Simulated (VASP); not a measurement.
# ZnO (P6_3mc) in VASP: further runs

ZnO is run at these levels: PBE, r2SCAN; tasks: single point.

All numbers are computed with VASP 6.6.1; they aren't measurements. Logs are shortened: lines on timing, memory, paths and dates and some standing lists are left out, and cuts for length are marked.

## (1) The cell of the first run

The structure is hexagonal, space group P6_3mc (No. 186). The conventional cell has a = 3.203 Å, b = 3.203 Å, c = 5.159 Å, α = 90.00°, β = 90.00°, γ = 120.00°. Zn (site symmetry 3m) has 4 O at 1.95 to 1.96 Å within 2.6 Å. Within 2.6 Å of O (site symmetry 3m) lie 4 Zn at 1.95 to 1.96 Å.

## (2) Single point, PBE (strain -1.0%)

File INCAR:

```
SYSTEM = ZnO
ALGO     = Normal         ! electronic algorithm
EDIFF    = 1E-6           ! SCF threshold, eV
ENCUT    = 520            ! plane-wave cutoff, eV
GGA      = PE             ! functional
ISIF     = 2              ! what is computed and relaxed
ISMEAR   = -1             ! smearing method
LASPH    = .True.         ! aspherical terms in the spheres
LCHARG   = .True.         ! write CHGCAR
LELF     = .True.         ! ELF
LREAL    = .False.        ! projectors in reciprocal space
LVHAR    = .True.       
LWAVE    = .False.        ! write WAVECAR
NBANDS   = 26             ! bands
NELM     = 60             ! most SCF steps
PREC     = Accurate       ! precision mode
SIGMA    = 0.02           ! smearing width, eV
```

File KPOINTS:

```
k-points
0
Gamma
  12 12 6
  0 0 0
```

File POSCAR:

```
ZnO
1.0
    3.2029874610      0.0000000000      0.0000000000
   -1.6014937305      2.7738685092      0.0000000000
    0.0000000000      0.0000000000      5.1588423268
Zn O
2 2
Direct
    0.3333333333      0.6666666667     -0.0023477531
    0.6666666667      0.3333333333      0.4976522469
    0.3333333333      0.6666666667      0.3773477531
    0.6666666667      0.3333333333      0.8773477531
```

Potentials or basis: VASP PAW PBE potentials, release 64 (Zn, O).

Run with:

```
> cat potpaw_PBE.64/Zn/POTCAR potpaw_PBE.64/O/POTCAR > POTCAR
> mpirun -np 1 vasp_std > vasp.out
```

OUTCAR:

```text
SYSTEM = ZnO
   EDIFF = 1E-6
   ENCUT = 520
   GGA = PE
   ISIF = 2
   ISMEAR = -1
   LASPH = .True.
   LREAL = .False.
   NELM = 60
   PREC = Accurate

 ion  position               nearest neighbor table
   1  0.333  0.667  0.998-   4 1.95   4 1.95   4 1.95   3 1.96
   2  0.667  0.333  0.498-   3 1.95   3 1.95   3 1.95   4 1.96
   3  0.333  0.667  0.377-   2 1.95   2 1.95   2 1.95   1 1.96
   4  0.667  0.333  0.877-   1 1.95   1 1.95   1 1.95   2 1.96

  LATTYP: Found a hexagonal cell.
 ALAT       =     3.2029874610
 C/A-ratio  =     1.6106345684

  Lattice vectors:

 A1 = (   3.2029874610,   0.0000000000,   0.0000000000)
 A2 = (  -1.6014937305,   2.7738685092,   0.0000000000)
 A3 = (   0.0000000000,   0.0000000000,   5.1588423268)

Analysis of symmetry for initial positions (statically):
=====================================================================
 Subroutine PRICEL returns:
 Original cell was already a primitive cell.

 Routine SETGRP: Setting up the symmetry group for a
 hexagonal supercell.

 Subroutine GETGRP returns: Found 12 space group operations
 (whereof  6 operations were pure point group operations)
 out of a pool of 24 trial point group operations.

The static configuration has the point symmetry C_3v.
 The point group associated with its full space group is C_6v.

Analysis of symmetry for dynamics (positions and initial velocities):
=====================================================================
 Subroutine PRICEL returns:
 Original cell was already a primitive cell.

 Routine SETGRP: Setting up the symmetry group for a
 hexagonal supercell.

 Subroutine GETGRP returns: Found 12 space group operations
 (whereof  6 operations were pure point group operations)
 out of a pool of 24 trial point group operations.

The dynamic configuration has the point symmetry C_3v.
 The point group associated with its full space group is C_6v.

 Subroutine INISYM returns: Found 12 space group operations
 (whereof  6 operations are pure point group operations),
 and found     1 'primitive' translations

----------------------------------------------------------------------------------------

                                     Primitive cell

  volume of cell :      45.8346

  direct lattice vectors                    reciprocal lattice vectors
     3.202987461  0.000000000  0.000000000     0.312208528  0.180253678  0.000000000
    -1.601493731  2.773868509  0.000000000     0.000000000  0.360507355  0.000000000
     0.000000000  0.000000000  5.158842327     0.000000000  0.000000000  0.193841939

  length of vectors
     3.202987461  3.202987461  5.158842327     0.360507355  0.360507355  0.193841939

  position of ions in fractional coordinates (direct lattice)
     0.333333333  0.666666667  0.997652247
     0.666666667  0.333333333  0.497652247
     0.333333333  0.666666667  0.377347753
     0.666666667  0.333333333  0.877347753

  ion indices of the primitive-cell ions
   primitive index   ion index
                 1           1
                 2           2
                 3           3
                 4           4

----------------------------------------------------------------------------------------

 KPOINTS: k-points

Automatic generation of k-mesh.
 Grid dimensions read from file:
 generate k-points for:   12   12    6

 Generating k-lattice:

  Cartesian coordinates                     Fractional coordinates (reciprocal lattice)
     0.026017377  0.015021140  0.000000000     0.083333333  0.000000000  0.000000000
     0.000000000  0.030042280  0.000000000     0.000000000  0.083333333  0.000000000
     0.000000000  0.000000000  0.032306990     0.000000000  0.000000000  0.166666667

  Length of vectors
     0.030042280  0.030042280  0.032306990

  Shift w.r.t. Gamma in fractional coordinates (k-lattice)
     0.000000000  0.000000000  0.000000000

 Subroutine IBZKPT returns following result:
 ===========================================

 Found     76 irreducible k-points:

 Following reciprocal coordinates:
            Coordinates               Weight
  0.000000  0.000000  0.000000      1.000000
  0.083333  0.000000  0.000000      6.000000
  0.166667  0.000000  0.000000      6.000000
  0.250000  0.000000  0.000000      6.000000
  0.333333  0.000000  0.000000      6.000000
  0.416667 -0.000000  0.000000      6.000000
[... 16 lines left out ...]
  0.250000  0.000000  0.166667     12.000000
  0.333333  0.000000  0.166667     12.000000
 [... further k-points ...]
   k-points           NKPTS =     76   k-points in BZ     NKDIM =     76   number of bands    NBANDS=     26
   number of dos      NEDOS =    301   number of ions     NIONS =      4
   total plane-waves  NPLWV =  23040
   dimension x,y,z NGX =    24 NGY =   24 NGZ =   40
   dimension x,y,z NGXF=    48 NGYF=   48 NGZF=   80
   ions per type =               2   2
   NGX,Y,Z   is equivalent  to a cutoff of  12.46, 12.46, 12.89 a.u.
   NGXF,Y,Z  is equivalent  to a cutoff of  24.91, 24.91, 25.78 a.u.
 SYSTEM =  ZnO
   PREC   = accura    normal or accurate (medium, high low for compatibility)
   ISTART =      0    job   : 0-new  1-cont  2-samecut
   ICHARG =      2    charge: 1-file 2-atom 10-const
   ISPIN  =      1    spin polarized calculation?
   LNONCOLLINEAR =      F non collinear calculations
   LSORBIT =      F    spin-orbit coupling
   LASPH  =      T    aspherical Exc in radial PAW
   ENCUT  =  520.0 eV  38.22 Ry    6.18 a.u.   5.96  5.96  9.59*2*pi/ulx,y,z
   NELM   =     60;   NELMIN=  2; NELMDL= -5     # of ELM steps
   EDIFF  = 0.1E-05   stopping-criterion for ELM
   LREAL  =      F    real-space projection
   EDIFFG = 0.1E-04   stopping-criterion for IOM
   NSW    =      0    number of steps for IOM
   IBRION =     -1    ionic relax: 0-MD 1-quasi-New 2-CG
   NFREE  =      0    steps in history (QN), initial steepest desc. (CG)
   ISIF   =      2    stress and relaxation
   ISYM   =      2    0-nonsym 1-usesym 2-fastsym
   POTIM  = 0.5000    time-step for ionic-motion
   TEBEG  =    0.0;   TEEND  =   0.0 temperature during run
   PSTRESS=    0.0 pullay stress
   NELECT =      36.0000    total number of electrons
   NUPDOWN=      -1.0000    fix difference up-down
   EMIN   =  10.00;   EMAX   =-10.00  energy-range for DOS
   EFERMI =   0.00;   METHOD = LEGACY
   ISMEAR =    -1;   SIGMA  =   0.02  broadening in eV -4-tet -1-fermi 0-gaus
   EFERMI_NEDOS =   21; number of points for ismear=-14 and -15
   IALGO  =     38    algorithm
   IMIX   =      4    mixing-type and parameters
     AMIX     =   0.40;   BMIX     =  1.00
     AMIX_MAG =   1.60;   BMIX_MAG =  1.00
  volume/ion in A,a.u.               =      11.46        77.33
  Fermi-wavevector in a.u.,A,eV,Ry     =   1.510467  2.854369 31.041831  2.281510
  Thomas-Fermi vector in A             =   2.620653
   LORBIT       =      0    0 simple, 1 ext, 2 COOP (PROOUT), +10 PAW based schemes
   GGA     = PE    functional components
   LHFCALC =     F    Hartree Fock is set to
   AEXX    =    0.0000 exact exchange contribution
   IVDW    =     0    specifies the selected vdW correction
   LEPSILON=     F    determine dielectric tensor
   LRPA    =     F    only Hartree local field effects (RPA)
 non-spin polarized calculation
  energy-cutoff  :      520.00
  volume of cell :       45.83
 maximum number of plane-waves:      1272
 NGX is ok and might be reduce to    24
   NGX = 11   NGY = 11   NGZ = 19

 number of electron      36.0000004 magnetization

 Free energy of the ion-electron system (eV)
  ---------------------------------------------------
  ext. energy  EPLUGINS =         0.00000000
  ---------------------------------------------------
  free energy    TOTEN  =       -17.72246881 eV

  energy without entropy =      -17.72246881  energy(sigma->0) =      -17.72246881

 E-fermi :   1.9217     XC(G=0): -11.1151

 val. band max:        1.5599873846   @ k =   0.0000   0.0000   0.0000
 cond. band min:       2.3969588371   @ k =   0.0000   0.0000   0.0000
 fundamental gap:      0.8369714525
 Fermi energy:         1.9217118496

 k-point     1 :       0.0000    0.0000    0.0000
  band No.  band energies     occupation
      1     -16.8509      2.00000
      2     -16.0693      2.00000
      3      -4.3843      2.00000
      4      -4.3356      2.00000
      5      -4.3356      2.00000
      6      -4.2773      2.00000
[... 18 lines left out ...]
     25      15.9706      0.00000
     26      15.9706      0.00000

 k-point     2 :       0.0833    0.0000    0.0000
  band No.  band energies     occupation
      1     -16.8094      2.00000
      2     -16.0505      2.00000
      3      -4.3930      2.00000
      4      -4.3189      2.00000
      5      -4.3116      2.00000
      6      -4.2502      2.00000
[... 18 lines left out ...]
     25      15.9321      0.00000
     26      16.0727      0.00000

 k-point     3 :       0.1667    0.0000    0.0000
  band No.  band energies     occupation
      1     -16.6926      2.00000
      2     -16.0011      2.00000
      3      -4.5124      2.00000
      4      -4.2482      2.00000
      5      -4.2259      2.00000
      6      -4.1800      2.00000
[... 18 lines left out ...]
     25      15.8516      0.00000
     26      16.1767      0.00000

 k-point     4 :       0.2500    0.0000    0.0000
  band No.  band energies     occupation
      1     -16.5232      2.00000
      2     -15.9387      2.00000
      3      -4.6353      2.00000
      4      -4.2613      2.00000
      5      -4.1700      2.00000
      6      -4.0557      2.00000
[... 18 lines left out ...]
     25      15.1554      0.00000
     26      16.0209      0.00000

 k-point     5 :       0.3333    0.0000    0.0000
  band No.  band energies     occupation
      1     -16.3360      2.00000
      2     -15.8874      2.00000
      3      -4.6974      2.00000
      4      -4.3160      2.00000
      5      -4.1058      2.00000
      6      -3.9140      2.00000
[... 18 lines left out ...]
     25      15.1921      0.00000
     26      15.9308      0.00000

 k-point     6 :       0.4167   -0.0000    0.0000
  band No.  band energies     occupation
      1     -16.1775      2.00000
      2     -15.8673      2.00000
      3      -4.6690      2.00000
      4      -4.3886      2.00000
      5      -4.0696      2.00000
      6      -3.7725      2.00000
[... 427 lines left out ...]
 k-point    21 :       0.0833    0.0000    0.1667
  band No.  band energies     occupation
      1     -16.7611      2.00000
      2     -16.1038      2.00000
      3      -4.4557      2.00000
      4      -4.4072      2.00000
      5      -4.3037      2.00000
      6      -4.2703      2.00000
[... 18 lines left out ...]
     25      15.2769      0.00000
     26      15.8438      0.00000

 k-point    22 :       0.1667    0.0000    0.1667
  band No.  band energies     occupation
      1     -16.6480      2.00000
      2     -16.0489      2.00000
      3      -4.5493      2.00000
      4      -4.3864      2.00000
      5      -4.2380      2.00000
      6      -4.1905      2.00000
[... 18 lines left out ...]
     25      14.9907      0.00000
     26      15.9474      0.00000

 k-point    23 :       0.2500    0.0000    0.1667
  band No.  band energies     occupation
      1     -16.4844      2.00000
      2     -15.9779      2.00000
      3      -4.6697      2.00000
      4      -4.3921      2.00000
      5      -4.1552      2.00000
      6      -4.0772      2.00000
[... 18 lines left out ...]
     25      15.1535      0.00000
     26      15.8833      0.00000

 k-point    24 :       0.3333    0.0000    0.1667
  band No.  band energies     occupation
      1     -16.3051      2.00000
      2     -15.9161      2.00000
      3      -4.7340      2.00000
      4      -4.4340      2.00000
      5      -4.0846      2.00000
      6      -3.9412      2.00000
[... 18 lines left out ...]
     25      15.2108      0.00000
     26      15.8540      0.00000

 [... further k-points ...]
[... 5 lines left out ...]
  --------------------------------------------------------------------------------------
  -------------------------------------------------------------------------------------
  Total        3.5287798      3.5287798      3.5460433      0.0000000      0.0000000      0.0000000
  in kB      123.3507464    123.3507464    123.9542008      0.0000000      0.0000000      0.0000000
  external PRESSURE =     123.5518978 kB  Pullay stress =       0.0000000 kB

 VOLUME and BASIS-vectors are now :
 -----------------------------------------------------------------------------
  energy-cutoff  :      520.00
  volume of cell :       45.83
      direct lattice vectors                 reciprocal lattice vectors
     3.202987461  0.000000000  0.000000000     0.312208528  0.180253678  0.000000000
    -1.601493731  2.773868509  0.000000000     0.000000000  0.360507355  0.000000000
     0.000000000  0.000000000  5.158842327     0.000000000  0.000000000  0.193841939

 POSITION                                       TOTAL-FORCE (eV/Angst)
 -----------------------------------------------------------------------------------
     -0.00000      1.84925      5.14673         0.000000     -0.000000      0.004588
      1.60149      0.92462      2.56731        -0.000000      0.000000      0.004588
     -0.00000      1.84925      1.94668         0.000000      0.000000     -0.004588
      1.60149      0.92462      4.52610        -0.000000     -0.000000     -0.004588
 -----------------------------------------------------------------------------------
    total drift:                                0.000001      0.000002     -0.002042

  FREE ENERGIE OF THE ION-ELECTRON SYSTEM (eV)
  ---------------------------------------------------
  free  energy   TOTEN  =       -17.7224688147 eV

  energy  without entropy=      -17.7224688147  energy(sigma->0) =      -17.72246881
```

It took 31 s on 1 thread of Intel Xeon 6975P-C (Granite Rapids), shared host; peak memory 0.2 GiB.

Results:

```yaml
Free_energy: -17.7225 eV
Pressure: 12.4 GPa
Largest_force: 0.005 eV/Å
Band_gap_on_the_k_mesh: 0.84 eV, direct
```

Forces on the atoms (eV/Å):
```
Zn   0.000  0.000  0.005
Zn   0.000  0.000  0.005
O    0.000  0.000 -0.005
O    0.000  0.000 -0.005
```

Caveat: the cell differs from its parent crystal (strain -1.0%).

[end of part 1 of 3]
